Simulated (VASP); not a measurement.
# SrAlBO (P-6m2) in VASP: single point with PBE

Aim: the single point of SrAlBO with PBE.

Everything below comes from runs of VASP 6.6.1. Logs are shortened: lines on timing, memory, paths and dates and some standing lists are left out, and cuts for length are marked.

**1. The cell of the first run**

Symmetry: P-6m2, No. 187, hexagonal system. The conventional cell has a = 3.697 Å, b = 3.697 Å, c = 5.205 Å, α = 90.00°, β = 90.00°, γ = 120.00°. Within 2.8 Å of Sr (site symmetry -6m2) lie 3 B at 2.13 Å and 2 O at 2.60 Å. Al (site symmetry -6m2) has 3 O at 2.13 Å within 2.8 Å. Within 2.8 Å of B (site symmetry -6m2) lie 3 Sr at 2.13 Å. O (site symmetry -6m2) has 3 Al at 2.13 Å and 2 Sr at 2.60 Å within 2.8 Å.

**2. Single point, PBE**

File INCAR:

```
PREC = Accurate
ENCUT = 520
EDIFF = 1E-6
ISMEAR = 0
SIGMA = 0.1
LREAL = False
LASPH = True
NELM = 60
ALGO = Normal
ISIF = 2
LWAVE = False
LCHARG = True
GGA = PE
LELF = True
LVHAR = True
NBANDS = 19
```

File KPOINTS:

```
regular mesh
0
Gamma
  6 6 4
```

File POSCAR:

```
SrAlBO
1.0
    3.6971055400      0.0000000000      0.0000000000
   -1.8485527700      3.2017873200      0.0000000000
    0.0000000000      0.0000000000      5.2047948800
Sr Al B O
1 1 1 1
Direct
    0.3333333300      0.6666666700      0.5000000000
    0.0000000000      0.0000000000      0.0000000000
    0.6666666700      0.3333333300      0.5000000000
    0.3333333300      0.6666666700      0.0000000000
```

Potentials or basis: VASP PAW PBE potentials, release 64 (Sr_sv, Al, B, O).

Started as:

```console
$ cat potpaw_PBE.64/Sr_sv/POTCAR potpaw_PBE.64/Al/POTCAR potpaw_PBE.64/B/POTCAR potpaw_PBE.64/O/POTCAR > POTCAR
$ mpirun -np 1 vasp_std > vasp.out
```

OUTCAR:

```text
PREC = Accurate
   ENCUT = 520
   EDIFF = 1E-6
   ISMEAR = 0
   LREAL = False
   LASPH = True
   NELM = 60
   ISIF = 2
   GGA = PE

 ion  position               nearest neighbor table
   1  0.333  0.667  0.500-   3 2.13   3 2.13   3 2.13   4 2.60   4 2.60   2 3.37   2 3.37   2 3.37
                             2 3.37   2 3.37   2 3.37
   2  0.000  0.000  0.000-   4 2.13   4 2.13   4 2.13   1 3.37   1 3.37   1 3.37   1 3.37   1 3.37
                             1 3.37
   3  0.667  0.333  0.500-   1 2.13   1 2.13   1 2.13
   4  0.333  0.667  0.000-   2 2.13   2 2.13   2 2.13   1 2.60   1 2.60

  LATTYP: Found a hexagonal cell.
 ALAT       =     3.6971055400
 C/A-ratio  =     1.4078026239

  Lattice vectors:

 A1 = (   3.6971055400,   0.0000000000,   0.0000000000)
 A2 = (  -1.8485527700,   3.2017873200,   0.0000000000)
 A3 = (   0.0000000000,   0.0000000000,   5.2047948800)

Analysis of symmetry for initial positions (statically):
=====================================================================
 Subroutine PRICEL returns:
 Original cell was already a primitive cell.

 Routine SETGRP: Setting up the symmetry group for a
 hexagonal supercell.

 Subroutine GETGRP returns: Found 12 space group operations
 (whereof 12 operations were pure point group operations)
 out of a pool of 24 trial point group operations.

The static configuration has the point symmetry D_3h.

Analysis of symmetry for dynamics (positions and initial velocities):
=====================================================================
 Subroutine PRICEL returns:
 Original cell was already a primitive cell.

 Routine SETGRP: Setting up the symmetry group for a
 hexagonal supercell.

 Subroutine GETGRP returns: Found 12 space group operations
 (whereof 12 operations were pure point group operations)
 out of a pool of 24 trial point group operations.

The dynamic configuration has the point symmetry D_3h.

 Subroutine INISYM returns: Found 12 space group operations
 (whereof 12 operations are pure point group operations),
 and found     1 'primitive' translations

----------------------------------------------------------------------------------------

                                     Primitive cell

  volume of cell :      61.6110

[... 84 lines left out ...]
   LSORBIT =      F    spin-orbit coupling
   LASPH  =      T    aspherical Exc in radial PAW
   ENCUT  =  520.0 eV  38.22 Ry    6.18 a.u.   6.87  6.87  9.68*2*pi/ulx,y,z
   NELM   =     60;   NELMIN=  2; NELMDL= -5     # of ELM steps
   EDIFF  = 0.1E-05   stopping-criterion for ELM
   LREAL  =      F    real-space projection
   EDIFFG = 0.1E-04   stopping-criterion for IOM
   NSW    =      0    number of steps for IOM
   IBRION =     -1    ionic relax: 0-MD 1-quasi-New 2-CG
   NFREE  =      0    steps in history (QN), initial steepest desc. (CG)
   ISIF   =      2    stress and relaxation
   ISYM   =      2    0-nonsym 1-usesym 2-fastsym
   POTIM  = 0.5000    time-step for ionic-motion
   TEBEG  =    0.0;   TEEND  =   0.0 temperature during run
   PSTRESS=    0.0 pullay stress
   NELECT =      22.0000    total number of electrons
   NUPDOWN=      -1.0000    fix difference up-down
   EMIN   =  10.00;   EMAX   =-10.00  energy-range for DOS
   EFERMI =   0.00;   METHOD = LEGACY
   ISMEAR =     0;   SIGMA  =   0.10  broadening in eV -4-tet -1-fermi 0-gaus
   EFERMI_NEDOS =   21; number of points for ismear=-14 and -15
   IALGO  =     38    algorithm
   IMIX   =      4    mixing-type and parameters
     AMIX     =   0.40;   BMIX     =  1.00
     AMIX_MAG =   1.60;   BMIX_MAG =  1.00
  volume/ion in A,a.u.               =      15.40       103.94
  Fermi-wavevector in a.u.,A,eV,Ry     =   1.161439  2.194801 18.353451  1.348941
  Thomas-Fermi vector in A             =   2.298011
   LORBIT       =      0    0 simple, 1 ext, 2 COOP (PROOUT), +10 PAW based schemes
   GGA     = PE    functional components
   LHFCALC =     F    Hartree Fock is set to
   AEXX    =    0.0000 exact exchange contribution
   IVDW    =     0    specifies the selected vdW correction
   LEPSILON=     F    determine dielectric tensor
   LRPA    =     F    only Hartree local field effects (RPA)
 non-spin polarized calculation
 Gauss-broadening in eV      SIGMA  =   0.10
  energy-cutoff  :      520.00
  volume of cell :       61.61
 maximum number of plane-waves:      1678
 NGX is ok and might be reduce to    28
   NGX = 13   NGY = 13   NGZ = 19

 number of electron      22.0000005 magnetization

 Free energy of the ion-electron system (eV)
  ---------------------------------------------------
  ext. energy  EPLUGINS =         0.00000000
  ---------------------------------------------------
  free energy    TOTEN  =       -14.42902663 eV

  energy without entropy =      -14.41529168  energy(sigma->0) =      -14.42215916

 E-fermi :   4.1764     XC(G=0): -10.1244

 val. band max:        4.1555021532   @ k =   0.5000   0.0000   0.2500
 cond. band min:       4.2005622543   @ k =   0.1667   0.0000   0.0000
 fundamental gap:      0.0450601011
 Fermi energy:         4.1764273159

 k-point     1 :       0.0000    0.0000    0.0000
  band No.  band energies     occupation
      1     -29.1258      2.00000
      2     -14.4747      2.00000
      3     -11.4202      2.00000
      4     -11.4202      2.00000
      5     -11.3578      2.00000
      6      -1.9858      2.00000
[... 439 lines left out ...]
      6      -2.2152      2.00000
[... 11 lines left out ...]
     18      10.9270      0.00000
     19      11.3943      0.00000

------------------------ aborting loop because EDIFF is reached ----------------------------------------

  FORCE on cell =-STRESS in cart. coord.  units (eV):
  Direction    XX          YY          ZZ          XY          YZ          ZX
  --------------------------------------------------------------------------------------
  -------------------------------------------------------------------------------------
  Total        8.0272313      8.0272313     -0.3529387      0.0000000      0.0000000      0.0000000
  in kB      208.7461198    208.7461200     -9.1780812      0.0000000      0.0000000      0.0000000
  external PRESSURE =     136.1047195 kB  Pullay stress =       0.0000000 kB

 VOLUME and BASIS-vectors are now :
 -----------------------------------------------------------------------------
  energy-cutoff  :      520.00
  volume of cell :       61.61
      direct lattice vectors                 reciprocal lattice vectors
     3.697105540  0.000000000  0.000000000     0.270481865  0.156162777  0.000000000
    -1.848552770  3.201787320  0.000000000     0.000000000  0.312325554  0.000000000
     0.000000000  0.000000000  5.204794880     0.000000000  0.000000000  0.192130530

 POSITION                                       TOTAL-FORCE (eV/Angst)
 -----------------------------------------------------------------------------------
     -0.00000      2.13452      2.60240        -0.000000      0.000000      0.000000
      0.00000      0.00000      0.00000         0.000000      0.000000      0.000000
      1.84855      1.06726      2.60240         0.000000     -0.000000      0.000000
     -0.00000      2.13452      0.00000         0.000000      0.000000      0.000000
 -----------------------------------------------------------------------------------
    total drift:                                0.000037     -0.000021     -0.000000

  FREE ENERGIE OF THE ION-ELECTRON SYSTEM (eV)
  ---------------------------------------------------
  free  energy   TOTEN  =       -14.4290266296 eV

  energy  without entropy=      -14.4152916840  energy(sigma->0) =      -14.42215916
```

stdout:

```text
POSCAR found type information on POSCAR SrAlB O
 POSCAR found :  4 types and       4 ions
 scaLAPACK will be used
 LDA part: xc-table for (Slater+PW92), standard interpolation
 POSCAR, INCAR and KPOINTS ok, starting setup
 FFT: planning ... GRIDC
 FFT: planning ... GRID_SOFT
 FFT: planning ... GRID
 WAVECAR not read
 entering main loop
```

It took 19 s on 1 thread of Intel Xeon Platinum 8124M at 3.00GHz (Skylake/Cascade Lake), shared host; peak memory 0.2 GiB.

Results:

| Quantity | Value |
| --- | --- |
| Free energy | -14.4290 eV |
| Pressure | 13.6 GPa |
| Band gap on the k mesh | zero (band 11 reaches 4.69 eV, above the bottom of band 12 at 3.57 eV) |

Levels at points of the mesh, in eV from the Fermi level:
```
           k point  band 9  band 10  band 11  band 12  band 13  band 14
(0.00, 0.00, 0.00)   -3.69    -1.23    -0.61    -0.61     0.41     6.22
(0.50, 0.00, 0.00)   -3.10    -1.36    -0.16     2.27     2.88     2.95
(0.00, 0.00, 0.50)   -4.01    -2.90    -0.55    -0.55     3.28     3.76
(0.50, 0.00, 0.50)   -3.60    -0.36    -0.35     0.53     2.87     3.96
```
